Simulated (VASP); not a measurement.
Runs of VASP 6.6.1 on P. The structure is that of space group R-3m (No. 166), or close to it. The cells are those of the table. 

| cell | gap on the mesh (eV) | pressure (GPa) | largest force (eV/Å) |
| --- | --- | --- | --- |
| a = 3.747 Å, angles 55.4°, 2 atoms | none | -4.1 | 0.04 |
| a = 3.634 Å, angles 55.4°, 2 atoms | none | (a) | (c) |
| a = 3.783 Å, angles 55.4°, 2 atoms | none | -6.3 | 0.14 |
| a = 3.710 Å, angles 55.4°, 2 atoms | none | -1.7 | (b) |
| a = 3.673 Å, angles 55.4°, 2 atoms | none | 0.8 | 0.43 |

Alike in all rows: task single point; level PBEsol; potentials or basis VASP PAW PBE potentials, release 64 (P); no spin polarisation; k mesh 8 × 8 × 8; cutoff (eV) 520; smearing fermi-dirac 0.1 eV.

Question: Estimate the missing entries.

Answer: (a) 3.9; (b) 0.23; (c) 0.64.

Caveats: the PAW data sets were made with another functional, which shifts forces and pressure a little.

A gap of «none» marks levels without a gap at the run's occupations.
